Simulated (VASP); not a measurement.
Wanted: the native input for a VASP 6.6.1 run.

- Task: single point
- Functional: PBE
- Potentials or basis: VASP PAW PBE potentials, release 64 (Ga_d, B, Sb)
- Cutoff: 520 eV
- k mesh: 4 × 4 × 2
- Occupations: gaussian, width 0.1 eV
- Spin: no spin polarisation
- Dipole correction: no
- Further INCAR settings: ALGO = Normal; EDIFF = 1e-07; NBANDS = 31

The structure of Ga2BSb3 lies in POSCAR:

```
Ga2BSb3
1.0
    3.3967156642      0.0000000000      0.0000000000
    0.0000000000      3.3967156642      0.0000000000
    0.0000000000      0.0000000000     12.9076861537
Ga B Sb
2 1 3
Direct
    0.5000000000      0.5000000000      0.8416634390
    0.5000000000      0.5000000000      0.1583365610
    0.0000000000      0.0000000000      0.5000000000
    0.0000000000      0.0000000000      0.0000000000
    0.0000000000      0.0000000000      0.3335556352
    0.0000000000      0.0000000000      0.6664443648
```

The cell was generated, and may not be a known phase.

One way to write it, as run:

INCAR

```
SYSTEM = Ga2BSb3
ALGO     = Normal         ! electronic algorithm
EDIFF    = 1E-7           ! SCF threshold, eV
ENCUT    = 520            ! plane-wave cutoff, eV
GGA      = PE             ! functional
ISIF     = 2              ! what is computed and relaxed
ISMEAR   = 0              ! smearing method
LASPH    = .True.         ! aspherical terms in the spheres
LCHARG   = .False.        ! write CHGCAR
LREAL    = .False.        ! projectors in reciprocal space
LWAVE    = .False.        ! write WAVECAR
NBANDS   = 31             ! bands
NELM     = 60             ! most SCF steps
PREC     = Accurate       ! precision mode
SIGMA    = 0.1            ! smearing width, eV
```

KPOINTS

```
k-points
0
Gamma
  4 4 2
  0 0 0
```

Potentials or basis: VASP PAW PBE potentials, release 64 (Ga_d, B, Sb).

Run with:

```sh
$ cat potpaw_PBE.64/Ga_d/POTCAR potpaw_PBE.64/B/POTCAR potpaw_PBE.64/Sb/POTCAR > POTCAR
$ mpirun -np 1 vasp_std > vasp.out
```

Results of the run:

- Pressure: 0.1 GPa
- Largest force: 0.083 eV/Å
- Band gap on the k mesh: zero (bands 22 and 23 overlap by 3.47 eV)

Caveat: the k points lie up to 0.46 Å⁻¹ apart, too coarse for converged energies and pressures of a metal; spin-orbit coupling is left out, which moves the levels of the heavy elements.

Run time: 37 s on 1 thread of AMD EPYC 9R45 96-Core Processor (Zen 5), on a shared host, peak memory 0.25 GiB.
